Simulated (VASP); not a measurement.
Wanted: the native input for a VASP 6.6.1 run.

- Task: single point
- Functional: PBEsol
- Potentials or basis: VASP PAW PBE potentials, release 64 (Si, Ni)
- Cutoff: 520 eV
- k mesh: 16 × 16 × 16
- Occupations: gaussian, width 0.1 eV
- Spin: no spin polarisation
- Dipole correction: no
- Further INCAR settings: ALGO = Fast; EDIFF = 1e-07; NBANDS = 25

The structure of SiNi3 lies in POSCAR:

```
SiNi3
1.0
    3.6170018171      0.0000000000      0.0000000000
    0.0000000000      3.6170018171      0.0000000000
    0.0000000000      0.0000000000      3.6170018171
Si Ni
1 3
Direct
    0.0000000000      0.0000000000      0.0000000000
    0.0000000000      0.5000000000      0.5000000000
    0.5000000000      0.0000000000      0.5000000000
    0.5000000000      0.5000000000      0.0000000000
```

This cell differs from its parent crystal: equal strain along all axes, cell held: +4.5 %.

These files were run (other wordings do the same):

INCAR

```
PREC     = Accurate       # precision mode
ENCUT    = 520            # plane-wave cutoff, eV
EDIFF    = 1E-7           # SCF threshold, eV
ISMEAR   = 0              # smearing method
SIGMA    = 0.1            # smearing width, eV
LREAL    = F              # projectors in reciprocal space
LASPH    = T              # aspherical terms in the spheres
NELM     = 60             # most SCF steps
ALGO     = Fast           # electronic algorithm
ISIF     = 2              # what is computed and relaxed
LWAVE    = F              # write WAVECAR
LCHARG   = F              # write CHGCAR
GGA      = PS             # functional
NBANDS   = 25             # bands
```

KPOINTS

```
regular mesh
0
Gamma
  16 16 16
```

Potentials or basis: VASP PAW PBE potentials, release 64 (Si, Ni).

Launch:

```sh
$ cat potpaw_PBE.64/Si/POTCAR potpaw_PBE.64/Ni/POTCAR > POTCAR
$ mpirun -np 1 vasp_std > vasp.out
```

It gave:

* Pressure: -22.9 GPa
* Band gap on the k mesh: zero (band 17 reaches 9.19 eV, above the bottom of band 18 at 8.98 eV)

Caveat: the cell differs from its parent crystal (equal strain along all axes, cell held: +4.5 %); the PAW data sets were made with another functional, which shifts forces and pressure a little.

It took 2.7 min on 1 thread of Intel(R) Xeon(R) Platinum 8259CL CPU @ 2.50GHz (Skylake/Cascade Lake), with other jobs on the host, peak memory 0.28 GiB.
